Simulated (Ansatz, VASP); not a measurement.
ZnO: VASP beside Ansatz

The input INCAR:

```
SYSTEM = ZnO
PREC = Accurate ; ENCUT = 520
EDIFF = 1E-7 ; ISMEAR = 0
SIGMA = 0.05 ; LREAL = .FALSE.
LASPH = .TRUE. ; NELM = 80
ALGO = Normal ; ISIF = 2
LWAVE = .FALSE. ; LCHARG = .FALSE.
GGA = PS ; NBANDS = 26
```

KPOINTS

```
Automatic mesh
0
G
  9 9 6
  0 0 0
```

File POSCAR:

```
ZnO
1.0
    3.1491219313      0.0000000000      0.0000000000
   -1.5745609656      2.7272195921      0.0000000000
    0.0000000000      0.0000000000      5.4898642628
Zn O
2 2
Direct
    0.3333333333      0.6666666667      0.0015754469
    0.6666666667      0.3333333333      0.5015754469
    0.3333333333      0.6666666667      0.3503636909
    0.6666666667      0.3333333333      0.8503636909
```

Input for Ansatz:

```yaml
crystal:
  lattice:
    - [3.1491219313, 0.0, 0.0]
    - [-1.5745609656, 2.7272195921, 0.0]
    - [0.0, 0.0, 5.4898642628]
  atoms:
    - { symbol: Zn, position: [0.3333333333, 0.6666666667, 0.0015754469] }
    - { symbol: Zn, position: [0.6666666667, 0.3333333333, 0.5015754469] }
    - { symbol: O, position: [0.3333333333, 0.6666666667, 0.3503636909] }
    - { symbol: O, position: [0.6666666667, 0.3333333333, 0.8503636909] }
basis:
  ecutwfc: 520.0
kpoints:
  mp_grid: { grid: [9, 9, 6] }
hamiltonian:
  xc: pbesol
  pseudopotentials: { kind: paw, azcp: { folder: soft_1 } }
scf:
  occupations: { method: gaussian, width: 0.05 }
output:
  forces: true
  stress: true
  eigenvalues: true
```

Alike in both runs: task single point; functional PBEsol; k mesh 9 × 9 × 6; occupations gaussian, width 0.05 eV; no spin polarisation.

|  | VASP | Ansatz |
| --- | --- | --- |
| version | VASP 6.6.1 | Ansatz 0.2.0 |
| potentials or method | VASP PAW PBE potentials, release 64 (Zn, O), cutoff 520 eV | scalar-relativistic, plane waves, PAW |
| valence electrons in the cell | 36 | 36 |

Ansatz gave:

| Quantity | Value |
| --- | --- |
| gap on the k mesh at the Fermi level (eV) | 0.61 |
| least direct gap on the mesh (eV) | 0.61 |
| pressure (GPa) | -1.0 |
| traceless stress, the component that is largest in VASP (GPa) | -2.25 |
| rms of the force components (eV/Å) | 0.321 |

Task: Estimate VASP's values.

Result: gap on the k mesh at the Fermi level (eV): 0.60; least direct gap on the mesh (eV): 0.60; pressure (GPa): -0.2; traceless stress, the component that is largest in VASP (GPa): -2.02; rms of the force components (eV/Å): 0.325.

VASP's potentials were made for PBE, not for PBEsol, and Ansatz warns of the same on its side. Atom by atom the forces differ by 0.004 eV/Å (rms over components). With one functional, cell and mesh, what is left measures potentials, basis and numerics.
